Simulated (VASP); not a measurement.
Here is a VASP 6.6.1 calculation.

The input INCAR:

```
SYSTEM = Cl
PREC = Accurate
ENCUT = 600
EDIFF = 1E-7
ISMEAR = -1
SIGMA = 0.1
LREAL = .FALSE.
LASPH = .TRUE.
NELM = 60
ALGO = Normal
ISIF = 3
LWAVE = .FALSE.
LCHARG = .FALSE.
IBRION = 2
NSW = 60
EDIFFG = -0.005
```

KPOINTS

```
regular mesh
0
G
  15 15 8
  0 0 0
```

Contents of POSCAR:

```
Cl
1.0
    3.1535690409      0.0000000000      0.0000000000
   -1.5767845204      2.7310709020      0.0000000000
    0.0000000000      0.0000000000      5.1087818462
Cl
2
Direct
    0.3333333333      0.6666666667      0.2500000000
    0.6666666667      0.3333333333      0.7500000000
```

Potentials or basis: VASP PAW LDA potentials, release 64 (Cl).

Command:

```sh
$ cat potpaw_LDA.64/Cl/POTCAR > POTCAR
$ mpirun -np 1 vasp_std > vasp.out
```

(1) What does it give for the space group after relaxing (to 0.1 Å)?

(2) What does it give for the relaxed volume?

(3) Estimate the relaxed cell.

(4) What does it give for the band gap on the k mesh?

Results:

(1) P6_3/mmc (No. 194).

(2) 19.47 Å³/atom.

(3) a = 3.396 Å, b = 3.396 Å, c = 3.899 Å, α = 90.00°, β = 90.00°, γ = 120.00°.

(4) zero (bands 7 and 8 overlap by 2.15 eV).

Caveat: a cell axis changed by over 15 % at a fixed basis, so the end point is rough.
